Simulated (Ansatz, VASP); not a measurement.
**Hf: VASP beside Ansatz**

Contents of INCAR:

```
SYSTEM = Hf
PREC = Accurate ; ENCUT = 520
EDIFF = 1E-6 ; ISMEAR = 0
SIGMA = 0.15 ; LREAL = .False.
LASPH = .True. ; NELM = 100
ALGO = Normal ; ISIF = 2
LWAVE = .False. ; LCHARG = .False.
GGA = PS ; NBANDS = 11
```

The input KPOINTS:

```
Automatic mesh
0
Gamma
  18 18 18
  0 0 0
```

POSCAR

```
Hf
1.0
    0.0000000000      2.3088000000      2.0424000000
    2.3088000000      0.0000000000      2.0424000000
    2.3088000000      2.3088000000      0.0000000000
Hf
1
Direct
    0.0000000000      0.0000000000      0.0000000000
```

Input for Ansatz:

```yaml
crystal:
  lattice:
    - [0.0, 2.3088, 2.0424]
    - [2.3088, 0.0, 2.0424]
    - [2.3088, 2.3088, 0.0]
  atoms:
    - { symbol: Hf, position: [0.0, 0.0, 0.0] }
basis:
  ecutwfc: 420
kpoints:
  mp_grid: { grid: [18, 18, 18] }
hamiltonian:
  xc: pbesol
scf:
  occupations: { method: gaussian, width: 0.15 }
output:
  forces: true
  stress: true
  eigenvalues: true
```

Change from the starting cell: strain +0.040 along x and y, -0.080 along z, atoms carried along.

Alike in both runs: task single point; functional PBEsol; k mesh 18 × 18 × 18; occupations gaussian, width 0.15 eV; no spin polarisation.

|  | VASP | Ansatz |
| --- | --- | --- |
| version | VASP 6.6.1 | Ansatz 0.2.0 |
| potentials or method | VASP PAW PBE potentials, release 64 (Hf_pv), cutoff 520 eV | scalar-relativistic, plane waves, PAW |
| valence electrons in the cell | 10 | 26 |

```tsv
	VASP	Ansatz	Ansatz less VASP
gap on the k mesh at the Fermi level (eV)	none	none	-
pressure (GPa)	-1.5	-1.1	+0.37
traceless stress, the component that is largest in VASP (GPa)	3.18	3.12	-0.056
```

VASP's potentials were made for PBE, not for PBEsol. A gap of «none» marks a metal or a gap that the smearing closes. VASP's potentials hold 10 valence electrons a cell and Ansatz's 26, so a difference there can come from the potentials and not from the codes.

Spin-orbit coupling is off throughout.
